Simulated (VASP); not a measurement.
Write the native input for VASP 6.6.1 that does the following.

```yaml
Task: single point
Functional: PBEsol
Potentials_or_basis: VASP PAW PBE potentials, release 64 (Ga_d, N)
Cutoff: 520 eV
k_mesh: 12 × 12 × 6
Occupations: gaussian, width 0.05 eV
Spin: no spin polarisation
Dipole_correction: no
Further_INCAR_settings: ALGO = Normal; EDIFF = 1e-06; NBANDS = 26
```

The structure of GaN lies in POSCAR:

```
GaN
1.0
    3.1825784872      0.0000000000      0.0000000000
   -1.5912892436      2.7561938194      0.0000000000
    0.0000000000      0.0000000000      5.3409888619
Ga N
2 2
Direct
    0.3333333333      0.6666666667      0.9991941071
    0.6666666667      0.3333333333      0.4991941071
    0.3333333333      0.6666666667      0.3758058929
    0.6666666667      0.3333333333      0.8758058929
```

This cell differs from its parent crystal: strain +0.000 along x and y, +0.030 along z.

One way to write it, as run:

INCAR

```
PREC     = Accurate       # precision mode
ENCUT    = 520            # plane-wave cutoff, eV
EDIFF    = 1E-6           # SCF threshold, eV
ISMEAR   = 0              # smearing method
SIGMA    = 0.05           # smearing width, eV
LREAL    = False          # projectors in reciprocal space
LASPH    = True           # aspherical terms in the spheres
NELM     = 80             # most SCF steps
ALGO     = Normal         # electronic algorithm
ISIF     = 2              # what is computed and relaxed
LWAVE    = False          # write WAVECAR
LCHARG   = False          # write CHGCAR
GGA      = PS             # functional
NBANDS   = 26             # bands
```

KPOINTS

```
Automatic mesh
0
Gamma
  12 12 6
```

Potentials or basis: VASP PAW PBE potentials, release 64 (Ga_d, N).

Command:

```sh
$ cat potpaw_PBE.64/Ga_d/POTCAR potpaw_PBE.64/N/POTCAR > POTCAR
$ mpirun -np 1 vasp_std > vasp.out
```

It gave:

The pressure is -5.1 GPa, the largest force is 0.197 eV/Å and the band gap on the k mesh is 1.61 eV, direct.

Caveat: the cell differs from its parent crystal (strain +0.000 along x and y, +0.030 along z); the PAW data sets were made with another functional, which shifts forces and pressure a little.

Run time: 94 s on 1 thread of Intel(R) Xeon(R) Platinum 8488C (Sapphire Rapids), with other jobs on the host, peak memory 0.2 GiB.
